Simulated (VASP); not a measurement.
# BeS (F-43m) in VASP: a series of runs, part 2 of 2

VASP 6.6.1. The steps go on from the part before.

**4. Single point, PBE+D3(BJ)**

INCAR reads:

```
ALGO = Normal
EDIFF = 1E-6
ENCUT = 520
GGA = PE
ISIF = 2
ISMEAR = 0
IVDW = 12
LASPH = T
LCHARG = F
LREAL = F
LWAVE = F
NBANDS = 11
NELM = 80
PREC = Accurate
SIGMA = 0.01
```

KPOINTS reads:

```
k-points
0
Gamma
  5 5 5
```

POSCAR reads:

```
BeS
1.0
    0.0000000000      2.4250000000      2.4250000000
    2.4250000000      0.0000000000      2.4250000000
    2.4250000000      2.4250000000      0.0000000000
Be S
1 1
Direct
    0.0000000000      0.0000000000      0.0000000000
    0.2500000000      0.2500000000      0.2500000000
```

On the command line:

```
> cat potpaw_PBE.64/Be/POTCAR potpaw_PBE.64/S/POTCAR > POTCAR
> mpirun -np 1 vasp_std > vasp.out
```

Run time: 6.7 s. Hardware: 1 thread of Intel Xeon 8259CL, shared host; peak memory 0.15 GiB.

The run converged. Its results:

```yaml
Free_energy: -10.6023 eV
Pressure: -1.9 GPa
Band_gap_on_the_k_mesh: 3.40 eV, indirect (least direct gap 5.67 eV)
Dispersion_energy_per_atom: -0.301 eV
```

Levels at points of the mesh, in eV from the valence-band top:
```
           k point  band 1  band 2  band 3  band 4  band 5  band 6  band 7  band 8  band 9
(0.00, 0.00, 0.00)  -13.69    0.00    0.00    0.00    5.67    5.67    5.67    5.88   12.81
```

Caveat: the k points lie up to 0.45 Å⁻¹ apart; three body term missing. A k mesh can miss the band edges.

**5. Single point, PBE+D3(BJ)**

INCAR reads:

```
PREC = Accurate
ENCUT = 520
EDIFF = 1E-6
ISMEAR = 0
SIGMA = 0.01
LREAL = False
LASPH = True
NELM = 100
ALGO = Normal
ISIF = 2
LWAVE = False
LCHARG = False
GGA = PE
IVDW = 12
NBANDS = 11
```

KPOINTS reads:

```
regular mesh
0
Gamma
  6 6 6
```

POSCAR is that of step 4.

Potentials or basis: VASP PAW PBE potentials, release 64 (Be, S).

On the command line:

```
> cat potpaw_PBE.64/Be/POTCAR potpaw_PBE.64/S/POTCAR > POTCAR
> mpirun -np 1 vasp_std > vasp.out
```

OUTCAR:

```text
PREC = Accurate
   ENCUT = 520
   EDIFF = 1E-6
   ISMEAR = 0
   LREAL = False
   LASPH = True
   NELM = 100
   ISIF = 2
   GGA = PE
   IVDW = 12
 IVDW          = 12

 ion  position               nearest neighbor table
   1  0.000  0.000  0.000-   2 2.10   2 2.10   2 2.10   2 2.10
   2  0.250  0.250  0.250-   1 2.10   1 2.10   1 2.10   1 2.10

  LATTYP: Found a face centered cubic cell.
 ALAT       =     4.8500000000

  Lattice vectors:

 A1 = (   0.0000000000,   2.4250000000,   2.4250000000)
 A2 = (   2.4250000000,   0.0000000000,   2.4250000000)
 A3 = (   2.4250000000,   2.4250000000,   0.0000000000)

Analysis of symmetry for initial positions (statically):
=====================================================================
 Subroutine PRICEL returns:
 Original cell was already a primitive cell.

 Routine SETGRP: Setting up the symmetry group for a
 face centered cubic supercell.

 Subroutine GETGRP returns: Found 24 space group operations
 (whereof 24 operations were pure point group operations)
 out of a pool of 48 trial point group operations.

The static configuration has the point symmetry T_d .

Analysis of symmetry for dynamics (positions and initial velocities):
=====================================================================
 Subroutine PRICEL returns:
 Original cell was already a primitive cell.

 Routine SETGRP: Setting up the symmetry group for a
 face centered cubic supercell.

 Subroutine GETGRP returns: Found 24 space group operations
 (whereof 24 operations were pure point group operations)
 out of a pool of 48 trial point group operations.

The dynamic configuration has the point symmetry T_d .

 Subroutine INISYM returns: Found 24 space group operations
 (whereof 24 operations are pure point group operations),
 and found     1 'primitive' translations

----------------------------------------------------------------------------------------

                                     Primitive cell

  volume of cell :      28.5210

  direct lattice vectors                    reciprocal lattice vectors
[... 108 lines left out ...]
   LRPA    =     F    only Hartree local field effects (RPA)
 non-spin polarized calculation
 Gauss-broadening in eV      SIGMA  =   0.01
  energy-cutoff  :      520.00
  volume of cell :       28.52
 maximum number of plane-waves:       778
 NGX is ok and might be reduce to    28
   NGX = 13   NGY = 13   NGZ = 13

 number of electron       7.9999999 magnetization

 Free energy of the ion-electron system (eV)
  ---------------------------------------------------
  ext. energy  EPLUGINS =         0.00000000
  ---------------------------------------------------
  free energy    TOTEN  =       -10.00829253 eV

  energy without entropy =      -10.00829253  energy(sigma->0) =      -10.00829253

 E-fermi :   4.2312     XC(G=0):  -9.7300

 val. band max:        4.1767335830   @ k =   0.0000   0.0000   0.0000
 cond. band min:       7.2864843646   @ k =   0.5000   0.5000   0.0000
 fundamental gap:      3.1097507816
 Fermi energy:         4.2311948969

 k-point     1 :       0.0000    0.0000    0.0000
  band No.  band energies     occupation
      1      -9.5162      2.00000
      2       4.1767      2.00000
      3       4.1767      2.00000
      4       4.1767      2.00000
      5       9.8454      0.00000
      6       9.8454      0.00000
      7       9.8454      0.00000
      8      10.0623      0.00000
      9      16.9896      0.00000
     10      16.9896      0.00000
     11      19.0481      0.00000
[... 197 lines left out ...]
 k-point    16 :      -0.3333    0.5000    0.1667
  band No.  band energies     occupation
      1      -7.3214      2.00000
      2      -0.4233      2.00000
      3       0.7582      2.00000
      4       0.9846      2.00000
      5       9.3257      0.00000
      6      10.8485      0.00000
      7      14.2053      0.00000
      8      14.6669      0.00000
      9      18.6494      0.00000
     10      18.6655      0.00000
     11      21.1843      0.00000

------------------------ aborting loop because EDIFF is reached ----------------------------------------

 Edisp (eV)   -0.60275

 E8    (eV) :    -0.2161

  FORCE on cell =-STRESS in cart. coord.  units (eV):
  Direction    XX          YY          ZZ          XY          YZ          ZX
  --------------------------------------------------------------------------------------
  -------------------------------------------------------------------------------------
  Total      -0.35169    -0.35169    -0.35169     0.00000     0.00000    -0.00000
  in kB     -19.75636   -19.75636   -19.75636     0.00000     0.00000    -0.00000
  external pressure =      -19.76 kB  Pullay stress =        0.00 kB

 VOLUME and BASIS-vectors are now :
 -----------------------------------------------------------------------------
  energy-cutoff  :      520.00
  volume of cell :       28.52
      direct lattice vectors                 reciprocal lattice vectors
     0.000000000  2.425000000  2.425000000    -0.206185567  0.206185567  0.206185567
     2.425000000  0.000000000  2.425000000     0.206185567 -0.206185567  0.206185567
     2.425000000  2.425000000  0.000000000     0.206185567  0.206185567 -0.206185567

 POSITION                                       TOTAL-FORCE (eV/Angst)
 -----------------------------------------------------------------------------------
      0.00000      0.00000      0.00000         0.000000     -0.000000      0.000000
      1.21250      1.21250      1.21250        -0.000000      0.000000     -0.000000
 -----------------------------------------------------------------------------------
    total drift:                                0.000000      0.000000      0.000000

  FREE ENERGIE OF THE ION-ELECTRON SYSTEM (eV)
  ---------------------------------------------------
  free  energy   TOTEN  =       -10.6110466695 eV

  energy  without entropy=      -10.6110466695  energy(sigma->0) =      -10.61104667
```

Wall time 9.4 s (1 thread of Intel Xeon 8259CL, shared host); peak memory 0.16 GiB.

Results:

```
Free energy                : -10.6110 eV
Pressure                   : -2.0 GPa
Band gap on the k mesh     : 3.11 eV, indirect (least direct gap 5.67 eV)
Dispersion energy per atom : -0.301 eV
```

Caveat: three body term missing. A hybrid or GW would open this gap; PBE tends to underestimate it.

**6. Single point, PBE+D3(BJ)**

INCAR reads:

```
SYSTEM = BeS
PREC = Accurate
ENCUT = 520
EDIFF = 1E-6
ISMEAR = 0
SIGMA = 0.01
LREAL = .FALSE.
LASPH = .TRUE.
NELM = 100
ALGO = Normal
ISIF = 2
LWAVE = .FALSE.
LCHARG = .FALSE.
GGA = PE
IVDW = 12
NBANDS = 11
```

KPOINTS reads:

```
Automatic mesh
0
G
  8 8 8
  0 0 0
```

POSCAR is that of step 5.

Potentials or basis: VASP PAW PBE potentials, release 64 (Be, S).

On the command line:

```
> cat potpaw_PBE.64/Be/POTCAR potpaw_PBE.64/S/POTCAR > POTCAR
> mpirun -np 1 vasp_std > vasp.out
```

It took 15 s on 1 thread of Intel Xeon 8259CL, shared host; peak memory 0.16 GiB.

Results (log left out):

* Free energy: -10.6137 eV
* Pressure: -2.0 GPa
* Band gap on the k mesh: 3.11 eV, indirect (least direct gap 5.67 eV)
* Dispersion energy per atom: -0.301 eV

Levels at points of the mesh, in eV from the valence-band top:
| k point | band 1 | band 2 | band 3 | band 4 | band 5 | band 6 | band 7 | band 8 |
| --- | --- | --- | --- | --- | --- | --- | --- | --- |
| (0.00, 0.00, 0.00) | -13.69 | 0.00 | 0.00 | 0.00 | 5.67 | 5.67 | 5.67 | 5.89 |
| (0.50, 0.00, 0.00) | -12.08 | -5.79 | -1.03 | -1.03 | 5.48 | 6.56 | 6.56 | 11.21 |
| (0.50, 0.50, 0.00) | -11.54 | -5.02 | -2.64 | -2.64 | 3.11 | 4.92 | 12.78 | 12.78 |

Caveat: three body term missing. A k mesh can miss the band edges.

**7. Single point, PBE+D3(BJ)**

INCAR reads:

```
ALGO = Normal ; EDIFF = 1E-7
ENCUT = 520 ; GGA = PE
ISIF = 2 ; ISMEAR = 0
IVDW = 12 ; LASPH = True
LCHARG = False ; LREAL = False
LWAVE = False ; NBANDS = 11
NELM = 60 ; PREC = Accurate
SIGMA = 0.01
```

KPOINTS reads:

```
k-points
0
Gamma
  10 10 10
```

POSCAR is that of step 6.

On the command line:

```
> cat potpaw_PBE.64/Be/POTCAR potpaw_PBE.64/S/POTCAR > POTCAR
> mpirun -np 1 vasp_std > vasp.out
```

It took 25 s on 1 thread of Intel Xeon 8259CL, shared host; peak memory 0.16 GiB.

It converged, with:

```
Free energy                : -10.6139 eV
Pressure                   : -2.0 GPa
Band gap on the k mesh     : 3.11 eV, indirect (least direct gap 5.67 eV)
Dispersion energy per atom : -0.301 eV
```

Levels at points of the mesh, in eV from the valence-band top:
```csv
k point,band 2,band 3,band 4,band 5,band 6,band 7
"(0.00, 0.00, 0.00)",0.00,0.00,0.00,5.67,5.67,5.67
"(0.50, 0.00, 0.00)",-5.79,-1.03,-1.03,5.48,6.56,6.56
"(0.50, 0.50, 0.00)",-5.02,-2.64,-2.64,3.11,4.92,12.78
```

Caveat: three body term missing. Expect the measured gap to be larger: semilocal functionals such as PBE lack the derivative discontinuity.

**8. Summary**

```tsv
k mesh	gap on the mesh (eV)	pressure (GPa)
3 × 3 × 3	3.79	0.2
4 × 4 × 4	3.10	-1.5
5 × 5 × 5	3.40	-1.9
6 × 6 × 6	3.11	-2.0
8 × 8 × 8	3.11	-2.0
10 × 10 × 10	3.11	-2.0
```

Alike in all rows: task single point; level PBE+D3(BJ); potentials or basis VASP PAW PBE potentials, release 64 (Be, S); no spin polarisation; cell as given; cutoff (eV) 520; smearing gaussian 0.01 eV.

Caveats: some runs use coarse meshes; three body term missing.

Absolute energies hang on the potentials; compare differences alone.
